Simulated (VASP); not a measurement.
# Ti5W (P-6m2) in VASP: further runs, part 2 of 2

VASP 6.6.1. Earlier steps stand in the parts before.

## 4. Single point, PBE

The input, INCAR:

```
  ALGO = Normal
  EDIFF = 1E-6
  ENCUT = 520
  GGA = PE
  ISIF = 2
  ISMEAR = 0
  LASPH = T
  LCHARG = F
  LREAL = F
  LWAVE = F
  NBANDS = 46
  NELM = 60
  PREC = Accurate
  SIGMA = 0.1
```

The input, KPOINTS:

```
k-points
0
Gamma
  6 6 2
```

The input, POSCAR:

```
Ti5W
1.0
    2.8823874977      0.0000000030      0.0000000000
   -1.4411937514      2.4962207950      0.0000000000
    0.0000000000      0.0000000000     14.2076132909
Ti W
5 1
Direct
    0.3333333333      0.6666666667      0.8324493003
    0.3333333333      0.6666666667      0.1675506997
    0.3333333333      0.6666666667      0.5000000000
    0.6666666667      0.3333333333      0.3315566505
    0.6666666667      0.3333333333      0.6684433495
    0.6666666667      0.3333333333      0.0000000000
```

Potentials or basis: VASP PAW PBE potentials, release 64 (Ti_sv, W_sv).

Command:

```
cat potpaw_PBE.64/Ti_sv/POTCAR potpaw_PBE.64/W_sv/POTCAR > POTCAR
mpirun -np 1 vasp_std > vasp.out
```

OUTCAR:

```text
EDIFF = 1E-6
   ENCUT = 520
   GGA = PE
   ISIF = 2
   ISMEAR = 0
   LASPH = T
   LREAL = F
   NELM = 60
   PREC = Accurate

 ion  position               nearest neighbor table
   1  0.333  0.667  0.832-   5 2.86   5 2.86   5 2.86   6 2.90   6 2.90   6 2.90
   2  0.333  0.667  0.168-   4 2.86   4 2.86   4 2.86   6 2.90   6 2.90   6 2.90
   3  0.333  0.667  0.500-   4 2.91   5 2.91   4 2.91   5 2.91   4 2.91   5 2.91
   4  0.667  0.333  0.332-   2 2.86   2 2.86   2 2.86   3 2.91   3 2.91   3 2.91
   5  0.667  0.333  0.668-   1 2.86   1 2.86   1 2.86   3 2.91   3 2.91   3 2.91
   6  0.667  0.333  0.000-   1 2.90   2 2.90   1 2.90   2 2.90   1 2.90   2 2.90

  LATTYP: Found a hexagonal cell.
 ALAT       =     2.8823874977
 C/A-ratio  =     4.9291128629

  Lattice vectors:

 A1 = (   2.8823874977,   0.0000000030,   0.0000000000)
 A2 = (  -1.4411937514,   2.4962207950,   0.0000000000)
 A3 = (   0.0000000000,   0.0000000000,  14.2076132909)

Analysis of symmetry for initial positions (statically):
=====================================================================
 Subroutine PRICEL returns:
 Original cell was already a primitive cell.

 Routine SETGRP: Setting up the symmetry group for a
 hexagonal supercell.

 Subroutine GETGRP returns: Found 12 space group operations
 (whereof 12 operations were pure point group operations)
 out of a pool of 24 trial point group operations.

The static configuration has the point symmetry D_3h.

Analysis of symmetry for dynamics (positions and initial velocities):
=====================================================================
 Subroutine PRICEL returns:
 Original cell was already a primitive cell.

 Routine SETGRP: Setting up the symmetry group for a
 hexagonal supercell.

 Subroutine GETGRP returns: Found 12 space group operations
 (whereof 12 operations were pure point group operations)
 out of a pool of 24 trial point group operations.

The dynamic configuration has the point symmetry D_3h.

[... 117 lines left out ...]
  Fermi-wavevector in a.u.,A,eV,Ry     =   1.469941  2.777786 29.398470  2.160727
  Thomas-Fermi vector in A             =   2.585258
   LORBIT       =      0    0 simple, 1 ext, 2 COOP (PROOUT), +10 PAW based schemes
   GGA     = PE    functional components
   LHFCALC =     F    Hartree Fock is set to
   AEXX    =    0.0000 exact exchange contribution
   IVDW    =     0    specifies the selected vdW correction
   LEPSILON=     F    determine dielectric tensor
   LRPA    =     F    only Hartree local field effects (RPA)
 non-spin polarized calculation
 Gauss-broadening in eV      SIGMA  =   0.10
  energy-cutoff  :      520.00
  volume of cell :      102.22
 maximum number of plane-waves:      2812
 NGX is ok and might be reduce to    24
   NGX = 11   NGY = 11   NGZ = 53

 number of electron      73.9999997 magnetization

 Free energy of the ion-electron system (eV)
  ---------------------------------------------------
  ext. energy  EPLUGINS =         0.00000000
  ---------------------------------------------------
  free energy    TOTEN  =       -51.46889870 eV

  energy without entropy =      -51.42489620  energy(sigma->0) =      -51.44689745

 E-fermi :   8.7858     XC(G=0): -11.8638

 val. band max:        8.7617571009   @ k =   0.3333   0.0000   0.0000
 cond. band min:       8.8232044276   @ k =   0.3333   0.0000   0.5000
 fundamental gap:      0.0614473267
 Fermi energy:         8.7858276696

 k-point     1 :       0.0000    0.0000    0.0000
  band No.  band energies     occupation
      1     -64.9220      2.00000
      2     -48.0182      2.00000
      3     -48.0017      2.00000
      4     -47.9733      2.00000
      5     -47.9250      2.00000
      6     -47.9051      2.00000
[... 675 lines left out ...]
     45      10.3623      0.00000
     46      10.3997      0.00000

------------------------ aborting loop because EDIFF is reached ----------------------------------------

  FORCE on cell =-STRESS in cart. coord.  units (eV):
  Direction    XX          YY          ZZ          XY          YZ          ZX
  --------------------------------------------------------------------------------------
  -------------------------------------------------------------------------------------
  Total       -0.1938191     -0.1938191      0.0022260     -0.0000000      0.0000000      0.0000000
  in kB       -3.0377398     -3.0377398      0.0348890     -0.0000000      0.0000000      0.0000000
  external PRESSURE =      -2.0135302 kB  Pullay stress =       0.0000000 kB

 VOLUME and BASIS-vectors are now :
 -----------------------------------------------------------------------------
  energy-cutoff  :      520.00
  volume of cell :      102.22
      direct lattice vectors                 reciprocal lattice vectors
     2.882387498  0.000000003  0.000000000     0.346934616  0.200302794  0.000000000
    -1.441193751  2.496220795  0.000000000    -0.000000000  0.400605588  0.000000000
     0.000000000  0.000000000 14.207613291     0.000000000  0.000000000  0.070384799

 POSITION                                       TOTAL-FORCE (eV/Angst)
 -----------------------------------------------------------------------------------
     -0.00000      1.66415     11.82712        -0.000000      0.000000     -0.001840
     -0.00000      1.66415      2.38050        -0.000000      0.000000      0.001840
     -0.00000      1.66415      7.10381         0.000000      0.000000     -0.000000
      1.44119      0.83207      4.71063         0.000000      0.000000     -0.013218
      1.44119      0.83207      9.49698         0.000000      0.000000      0.013218
      1.44119      0.83207      0.00000         0.000000     -0.000000     -0.000000
 -----------------------------------------------------------------------------------
    total drift:                                0.000000     -0.000000      0.000000

  FREE ENERGIE OF THE ION-ELECTRON SYSTEM (eV)
  ---------------------------------------------------
  free  energy   TOTEN  =       -51.4688987009 eV

  energy  without entropy=      -51.4248961958  energy(sigma->0) =      -51.44689745
```

OSZICAR:

```text
N       E                     dE             d eps       ncg     rms          rms(c)
DAV:   1     0.106384867772E+04    0.10638E+04   -0.38418E+04  1288   0.202E+03
DAV:   2     0.780812783403E+02   -0.98577E+03   -0.96905E+03  1294   0.636E+02
DAV:   3    -0.408717536446E+02   -0.11895E+03   -0.11429E+03  1960   0.190E+02
DAV:   4    -0.562438025082E+02   -0.15372E+02   -0.15119E+02  1856   0.583E+01
DAV:   5    -0.572072006949E+02   -0.96340E+00   -0.95789E+00  2026   0.127E+01    0.253E+01
DAV:   6    -0.522218215823E+02    0.49854E+01   -0.24561E+01  1794   0.355E+01    0.948E+00
DAV:   7    -0.554091570485E+02   -0.31873E+01   -0.40191E+01  1698   0.296E+01    0.130E+01
DAV:   8    -0.515109092985E+02    0.38982E+01   -0.24446E+01  1774   0.168E+01    0.362E+00
DAV:   9    -0.515298289223E+02   -0.18920E-01   -0.26745E+00  1898   0.768E+00    0.361E+00
DAV:  10    -0.517566445186E+02   -0.22682E+00   -0.25665E+00  1946   0.106E+01    0.397E+00
DAV:  11    -0.514702241015E+02    0.28642E+00   -0.11406E+00  1890   0.516E+00    0.133E+00
DAV:  12    -0.514666989294E+02    0.35252E-02   -0.98286E-02  1902   0.194E+00    0.597E-01
DAV:  13    -0.514690552779E+02   -0.23563E-02   -0.17141E-02  1912   0.108E+00    0.150E-01
DAV:  14    -0.514688830916E+02    0.17219E-03   -0.42560E-03  1826   0.557E-01    0.702E-02
DAV:  15    -0.514689123630E+02   -0.29271E-04   -0.30888E-04  1688   0.136E-01    0.413E-02
DAV:  16    -0.514688960940E+02    0.16269E-04   -0.12938E-04  1892   0.109E-01    0.112E-02
DAV:  17    -0.514688988582E+02   -0.27643E-05   -0.17035E-05  1778   0.358E-02    0.381E-03
DAV:  18    -0.514688987009E+02    0.15732E-06   -0.24978E-06   984   0.113E-02
   1 F= -.51468899E+02 E0= -.51446897E+02  d E =-.440025E-01
```

stdout:

```text
POSCAR found type information on POSCAR TiW
 POSCAR found :  2 types and       6 ions
 scaLAPACK will be used
 LDA part: xc-table for (Slater+PW92), standard interpolation
 POSCAR, INCAR and KPOINTS ok, starting setup
 FFT: planning ... GRIDC
 FFT: planning ... GRID_SOFT
 FFT: planning ... GRID
 WAVECAR not read
 entering main loop
```

Run time: 3.2 min. Hardware: 1 thread of Intel Xeon 8259CL, shared host; peak memory 0.26 GiB.

Results:

* Free energy: -51.4689 eV
* Pressure: -0.2 GPa
* Largest force: 0.013 eV/Å
* Band gap on the k mesh: zero (bands 37 and 38 overlap by 0.92 eV)

Forces on the atoms (eV/Å):
```
Ti   0.000  0.000 -0.002
Ti   0.000  0.000  0.002
Ti   0.000  0.000  0.000
Ti   0.000  0.000 -0.013
Ti   0.000  0.000  0.013
W    0.000  0.000  0.000
```

Caveat: the k points lie up to 0.42 Å⁻¹ apart, too coarse for converged energies and pressures of a metal; spin-orbit coupling is left out, which moves the levels of the heavy elements.

## 5. The runs side by side

```csv
task,cell,k mesh,cutoff (eV),gap on the mesh (eV),pressure (GPa),largest force (eV/Å)
relaxation of cell and atoms,"relaxed from a = 2.882, b = 2.882, c = 14.208 Å, angles 90.0, 90.0, 120.0°, 6 atoms, atomic positions A",12 × 12 × 4,600,none,0.1,0.01
single point,"a = 2.781, b = 2.781, c = 13.236 Å, angles 90.0, 90.0, 120.0°, 6 atoms, atomic positions B",6 × 6 × 2,520,none,24.9,0.69
single point,"a = 2.882, b = 2.882, c = 14.208 Å, angles 90.0, 90.0, 120.0°, 6 atoms, atomic positions A",6 × 6 × 2,520,none,-0.2,0.01
```

Alike in all rows: level PBE; potentials or basis VASP PAW PBE potentials, release 64 (Ti_sv, W_sv); no spin polarisation; smearing gaussian 0.1 eV.

Caveats: some runs use coarse meshes; spin-orbit coupling is left out, which moves the levels of the heavy elements.

Absolute energies hang on the potentials; compare differences alone.

The gap in the log of VASP goes by the Fermi energy; the results here count the filled bands.